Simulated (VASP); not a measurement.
# TiSn3O8 (Immm) in VASP: single point with PBE

Aim: the single point of TiSn3O8 with PBE.

Everything below comes from runs of VASP 6.6.1. Logs are shortened: lines on timing, memory, paths and dates and some standing lists are left out, and cuts for length are marked.

## (1) The cell of the first run

Symmetry: Immm, No. 71, orthorhombic system. Conventional cell: a = 6.355 Å, b = 6.757 Å, c = 6.767 Å, α = 90.00°, β = 90.00°, γ = 90.00°. Within 2.6 Å of Ti (site symmetry mmm) lie 6 O at 1.98 to 2.03 Å. Within 2.7 Å of Sn (site symmetry 2mm) lie 6 O at 2.07 to 2.10 Å. Sn (site symmetry mmm) has 6 O at 2.05 to 2.10 Å within 2.7 Å. O (site symmetry m) has 1 Ti at 1.98 Å and 2 Sn at 2.10 Å and 1 O at 2.56 Å within 2.6 Å. O (site symmetry m2m) has 1 Ti at 2.03 Å and 2 Sn at 2.08 Å and 11 O at 2.71 to 3.18 Å within 3.2 Å. O (site symmetry m2m) has 3 Sn at 2.05 to 2.07 Å and 1 O at 2.65 Å within 2.7 Å.

## (2) Single point, PBE

INCAR

```
SYSTEM = TiSn3O8
PREC     = Accurate       ! precision mode
ENCUT    = 520            ! plane-wave cutoff, eV
EDIFF    = 1E-6           ! SCF threshold, eV
ISMEAR   = 0              ! smearing method
SIGMA    = 0.02           ! smearing width, eV
LREAL    = .FALSE.        ! projectors in reciprocal space
LASPH    = .TRUE.         ! aspherical terms in the spheres
NELM     = 80             ! most SCF steps
ALGO     = Normal         ! electronic algorithm
ISIF     = 2              ! what is computed and relaxed
LWAVE    = .FALSE.        ! write WAVECAR
LCHARG   = .FALSE.        ! write CHGCAR
GGA      = PE             ! functional
NBANDS   = 63             ! bands
```

KPOINTS

```
Automatic mesh
0
G
  6 6 6
  0 0 0
```

POSCAR

```
TiSn3O8
1.0
   -3.1774331548      3.3783829540      3.3837134988
    3.1774331548     -3.3783829540      3.3837134988
    3.1774331548      3.3783829540     -3.3837134988
Ti Sn O
1 3 8
Direct
    0.5000000000      0.5000000000      0.0000000000
    0.0000000000      0.7488240809      0.7488240809
    0.0000000000      0.2511759191      0.2511759191
    0.5000000000      0.0000000000      0.5000000000
    0.6894507797      0.4516365238      0.7621857441
    0.6894507797      0.9272650357      0.2378142559
    0.7997297025      0.5000000000      0.2997297025
    0.8039904185      0.0000000000      0.8039904185
    0.3105492203      0.0727349643      0.7621857441
    0.3105492203      0.5483634762      0.2378142559
    0.2002702975      0.5000000000      0.7002702975
    0.1960095815      0.0000000000      0.1960095815
```

Potentials or basis: VASP PAW PBE potentials, release 64 (Ti_sv, Sn_d, O).

On the command line:

```console
$ cat potpaw_PBE.64/Ti_sv/POTCAR potpaw_PBE.64/Sn_d/POTCAR potpaw_PBE.64/O/POTCAR > POTCAR
$ mpirun -np 1 vasp_std > vasp.out
```

OUTCAR:

```text
SYSTEM = TiSn3O8
   PREC = Accurate
   ENCUT = 520
   EDIFF = 1E-6
   ISMEAR = 0
   LREAL = .FALSE.
   LASPH = .TRUE.
   NELM = 80
   ISIF = 2
   GGA = PE

 ion  position               nearest neighbor table
   1  0.500  0.500  0.000-   5 1.98  10 1.98   9 1.98   6 1.98   7 2.03  11 2.03   4 3.18   4 3.18

   2  0.000  0.749  0.749-   8 2.07  12 2.07  11 2.08   7 2.08   9 2.10   5 2.10   3 3.16   3 3.19
                             4 3.73   4 3.73   4 3.74   4 3.74
   3  0.000  0.251  0.251-   8 2.07  12 2.07  11 2.08   7 2.08   6 2.10  10 2.10   2 3.16   2 3.19
                             4 3.73   4 3.73   4 3.74   4 3.74
   4  0.500  0.000  0.500-   8 2.05  12 2.05   9 2.10   6 2.10  10 2.10   5 2.10   1 3.18   1 3.18
                             3 3.73   2 3.73   2 3.73   3 3.73   3 3.74   3 3.74   2 3.74   2 3.74
   5  0.689  0.452  0.762-   1 1.98   4 2.10   2 2.10
   6  0.689  0.927  0.238-   1 1.98   4 2.10   3 2.10
   7  0.800  0.500  0.300-   1 2.03   2 2.08   3 2.08
   8  0.804  0.000  0.804-   4 2.05   3 2.07   2 2.07
   9  0.311  0.073  0.762-   1 1.98   4 2.10   2 2.10
  10  0.311  0.548  0.238-   1 1.98   4 2.10   3 2.10
  11  0.200  0.500  0.700-   1 2.03   2 2.08   3 2.08
  12  0.196  0.000  0.196-   4 2.05   3 2.07   2 2.07

  LATTYP: Found a body centered orthorhombic cell.
 ALAT       =     6.3548663096
 B/A-ratio  =     1.0632428093
 C/A-ratio  =     1.0649204354

  Lattice vectors:

 A1 = (  -3.1774331548,   3.3783829540,   3.3837134988)
 A2 = (   3.1774331548,  -3.3783829540,   3.3837134988)
 A3 = (   3.1774331548,   3.3783829540,  -3.3837134988)

Analysis of symmetry for initial positions (statically):
=====================================================================
 Subroutine PRICEL returns:
 Original cell was already a primitive cell.

 Routine SETGRP: Setting up the symmetry group for a
 body centered orthorhombic supercell.

 Subroutine GETGRP returns: Found  8 space group operations
 (whereof  8 operations were pure point group operations)
 out of a pool of  8 trial point group operations.

The static configuration has the point symmetry D_2h.

Analysis of symmetry for dynamics (positions and initial velocities):
=====================================================================
 Subroutine PRICEL returns:
 Original cell was already a primitive cell.

 Routine SETGRP: Setting up the symmetry group for a
 body centered orthorhombic supercell.

 Subroutine GETGRP returns: Found  8 space group operations
 (whereof  8 operations were pure point group operations)
 out of a pool of  8 trial point group operations.

The dynamic configuration has the point symmetry D_2h.

 Subroutine INISYM returns: Found  8 space group operations
 (whereof  8 operations are pure point group operations),
 and found     1 'primitive' translations

----------------------------------------------------------------------------------------

                                     Primitive cell

  volume of cell :     145.2911

  direct lattice vectors                    reciprocal lattice vectors
    -3.177433155  3.378382954  3.383713499     0.000000000  0.147999800  0.147766648
     3.177433155 -3.378382954  3.383713499     0.157359723  0.000000000  0.147766648
     3.177433155  3.378382954 -3.383713499     0.157359723  0.147999800  0.000000000

  length of vectors
     5.740999031  5.740999031  5.740999031     0.209138525  0.215863532  0.216023200

  position of ions in fractional coordinates (direct lattice)
     0.500000000  0.500000000  0.000000000
     0.000000000  0.748824081  0.748824081
     0.000000000  0.251175919  0.251175919
     0.500000000  0.000000000  0.500000000
     0.689450780  0.451636524  0.762185744
     0.689450780  0.927265036  0.237814256
     0.799729703  0.500000000  0.299729703
     0.803990418  0.000000000  0.803990418
     0.310549220  0.072734964  0.762185744
     0.310549220  0.548363476  0.237814256
     0.200270297  0.500000000  0.700270297
     0.196009582  0.000000000  0.196009582

  ion indices of the primitive-cell ions
   primitive index   ion index
                 1           1
                 2           2
                 3           3
                 4           4
                 5           5
                 6           6
                 7           7
                 8           8
                 9           9
                10          10
                11          11
                12          12

----------------------------------------------------------------------------------------

 KPOINTS: Automatic mesh

Automatic generation of k-mesh.
 Grid dimensions read from file:
 generate k-points for:    6    6    6

 Generating k-lattice:

  Cartesian coordinates                     Fractional coordinates (reciprocal lattice)
     0.000000000  0.024666633  0.024627775     0.166666667  0.000000000 -0.000000000
     0.026226620  0.000000000  0.024627775     0.000000000  0.166666667  0.000000000
     0.026226620  0.024666633  0.000000000    -0.000000000  0.000000000  0.166666667

  Length of vectors
     0.034856421  0.035977255  0.036003867

  Shift w.r.t. Gamma in fractional coordinates (k-lattice)
     0.000000000  0.000000000  0.000000000

 Subroutine IBZKPT returns following result:
 ===========================================

 Found     46 irreducible k-points:

 Following reciprocal coordinates:
            Coordinates               Weight
  0.000000  0.000000  0.000000      1.000000
  0.166667  0.000000  0.000000      4.000000
  0.333333 -0.000000  0.000000      4.000000
  0.500000  0.000000  0.000000      2.000000
  0.000000  0.166667  0.000000      4.000000
  0.166667  0.166667  0.000000      8.000000
[... 16 lines left out ...]
 -0.166667  0.166667  0.166667      2.000000
  0.166667  0.333333  0.166667      4.000000
 [... further k-points ...]
   k-points           NKPTS =     46   k-points in BZ     NKDIM =     46   number of bands    NBANDS=     63
   number of dos      NEDOS =    301   number of ions     NIONS =     12
   total plane-waves  NPLWV = 110592
   dimension x,y,z NGX =    48 NGY =   48 NGZ =   48
   dimension x,y,z NGXF=    96 NGYF=   96 NGZF=   96
   ions per type =               1   3   8
   NGX,Y,Z   is equivalent  to a cutoff of  13.90, 13.90, 13.90 a.u.
   NGXF,Y,Z  is equivalent  to a cutoff of  27.80, 27.80, 27.80 a.u.
 SYSTEM =  TiSn3O8
   PREC   = accura    normal or accurate (medium, high low for compatibility)
   ISTART =      0    job   : 0-new  1-cont  2-samecut
   ICHARG =      2    charge: 1-file 2-atom 10-const
   ISPIN  =      1    spin polarized calculation?
   LNONCOLLINEAR =      F non collinear calculations
   LSORBIT =      F    spin-orbit coupling
   LASPH  =      T    aspherical Exc in radial PAW
   ENCUT  =  520.0 eV  38.22 Ry    6.18 a.u.  10.67 10.67 10.67*2*pi/ulx,y,z
   NELM   =     80;   NELMIN=  2; NELMDL= -5     # of ELM steps
   EDIFF  = 0.1E-05   stopping-criterion for ELM
   LREAL  =      F    real-space projection
   EDIFFG = 0.1E-04   stopping-criterion for IOM
   NSW    =      0    number of steps for IOM
   IBRION =     -1    ionic relax: 0-MD 1-quasi-New 2-CG
   NFREE  =      0    steps in history (QN), initial steepest desc. (CG)
   ISIF   =      2    stress and relaxation
   ISYM   =      2    0-nonsym 1-usesym 2-fastsym
   POTIM  = 0.5000    time-step for ionic-motion
   TEBEG  =    0.0;   TEEND  =   0.0 temperature during run
   PSTRESS=    0.0 pullay stress
   NELECT =     102.0000    total number of electrons
   NUPDOWN=      -1.0000    fix difference up-down
   EMIN   =  10.00;   EMAX   =-10.00  energy-range for DOS
   EFERMI =   0.00;   METHOD = LEGACY
   ISMEAR =     0;   SIGMA  =   0.02  broadening in eV -4-tet -1-fermi 0-gaus
   EFERMI_NEDOS =   21; number of points for ismear=-14 and -15
   IALGO  =     38    algorithm
   IMIX   =      4    mixing-type and parameters
     AMIX     =   0.40;   BMIX     =  1.00
     AMIX_MAG =   1.60;   BMIX_MAG =  1.00
  volume/ion in A,a.u.               =      12.11        81.71
  Fermi-wavevector in a.u.,A,eV,Ry     =   1.454996  2.749545 28.803733  2.117015
  Thomas-Fermi vector in A             =   2.572082
   LORBIT       =      0    0 simple, 1 ext, 2 COOP (PROOUT), +10 PAW based schemes
   GGA     = PE    functional components
   LHFCALC =     F    Hartree Fock is set to
   AEXX    =    0.0000 exact exchange contribution
   IVDW    =     0    specifies the selected vdW correction
   LEPSILON=     F    determine dielectric tensor
   LRPA    =     F    only Hartree local field effects (RPA)
 non-spin polarized calculation
 Gauss-broadening in eV      SIGMA  =   0.02
  energy-cutoff  :      520.00
  volume of cell :      145.29
 maximum number of plane-waves:      3947
 NGX is ok and might be reduce to    48
   NGX = 21   NGY = 21   NGZ = 21

 number of electron     101.9999987 magnetization

 Free energy of the ion-electron system (eV)
  ---------------------------------------------------
  ext. energy  EPLUGINS =         0.00000000
  ---------------------------------------------------
  free energy    TOTEN  =       -82.51581507 eV

  energy without entropy =      -82.51581507  energy(sigma->0) =      -82.51581507

 E-fermi :   5.5690     XC(G=0): -11.0414

 val. band max:        5.3483876512   @ k =   0.0000   0.0000   0.0000
 cond. band min:       7.0579652179   @ k =   0.0000   0.0000   0.0000
 fundamental gap:      1.7095775667
 Fermi energy:         5.5689730781

 k-point     1 :       0.0000    0.0000    0.0000
  band No.  band energies     occupation
      1     -51.6756      2.00000
      2     -27.9503      2.00000
      3     -27.9035      2.00000
      4     -27.8040      2.00000
      5     -15.6560      2.00000
      6     -15.5901      2.00000
[... 55 lines left out ...]
     62      14.1693      0.00000
     63      14.3252      0.00000

 k-point     2 :       0.1667    0.0000    0.0000
  band No.  band energies     occupation
      1     -51.6756      2.00000
      2     -27.9503      2.00000
      3     -27.9035      2.00000
      4     -27.8040      2.00000
      5     -15.6853      2.00000
      6     -15.5493      2.00000
[... 1507 lines left out ...]
     62      13.9910      0.00000
     63      14.4272      0.00000

 [... further k-points ...]
[... 5 lines left out ...]
  --------------------------------------------------------------------------------------
  -------------------------------------------------------------------------------------
  Total        0.7220950      0.4686368      0.4596691     -0.0000000      0.0000000      0.0000000
  in kB        7.9628043      5.1678284      5.0689385     -0.0000000      0.0000000      0.0000000
  external PRESSURE =       6.0665237 kB  Pullay stress =       0.0000000 kB

 VOLUME and BASIS-vectors are now :
 -----------------------------------------------------------------------------
  energy-cutoff  :      520.00
  volume of cell :      145.29
      direct lattice vectors                 reciprocal lattice vectors
    -3.177433155  3.378382954  3.383713499     0.000000000  0.147999800  0.147766648
     3.177433155 -3.378382954  3.383713499     0.157359723  0.000000000  0.147766648
     3.177433155  3.378382954 -3.383713499     0.157359723  0.147999800  0.000000000

 POSITION                                       TOTAL-FORCE (eV/Angst)
 -----------------------------------------------------------------------------------
      0.00000      0.00000      3.38371         0.000000     -0.000000      0.000000
      4.75868      0.00000      0.00000        -0.001131     -0.000000      0.000000
      1.59619      0.00000      0.00000         0.001131     -0.000000      0.000000
      0.00000      3.37838      0.00000         0.000000     -0.000000      0.000000
      1.66616      3.37838      1.28209         0.004136     -0.000000      0.014700
      1.51128     -0.00000      4.66581        -0.004136     -0.000000      0.014700
     -0.00000      2.02520      3.38371         0.000000     -0.023850     -0.000000
      0.00000      5.43238      0.00000         0.000000     -0.015657      0.000000
      1.66616      3.37838     -1.28209         0.004136     -0.000000     -0.014700
      1.51128     -0.00000      2.10162        -0.004136      0.000000     -0.014700
      3.17743      1.35318      0.00000         0.000000      0.023850      0.000000
      0.00000      1.32439      0.00000         0.000000      0.015657      0.000000
 -----------------------------------------------------------------------------------
    total drift:                                0.000000      0.000000     -0.000000

  FREE ENERGIE OF THE ION-ELECTRON SYSTEM (eV)
  ---------------------------------------------------
  free  energy   TOTEN  =       -82.5158150738 eV

  energy  without entropy=      -82.5158150738  energy(sigma->0) =      -82.51581507
```

Wall time 9 min (1 thread of Intel Xeon Platinum 8375C at 2.90GHz (Ice Lake), shared host); peak memory 0.53 GiB.

Results:

```
Free energy            : -82.5158 eV
Pressure               : 0.6 GPa
Largest force          : 0.024 eV/Å
Band gap on the k mesh : 1.71 eV
```

Forces in eV/Å, atoms in the order of the input:
```
Ti   0.000  0.000  0.000
Sn  -0.001  0.000  0.000
Sn   0.001  0.000  0.000
Sn   0.000  0.000  0.000
O    0.004  0.000  0.015
O   -0.004  0.000  0.015
O    0.000 -0.024  0.000
O    0.000 -0.016  0.000
O    0.004  0.000 -0.015
O   -0.004  0.000 -0.015
O    0.000  0.024  0.000
O    0.000  0.016  0.000
```

Stress tensor (GPa, compression positive):
```
0.80 0.00 0.00
0.00 0.52 0.00
0.00 0.00 0.51
```

Caveat: spin-orbit coupling is left out, which moves the levels of the heavy elements.
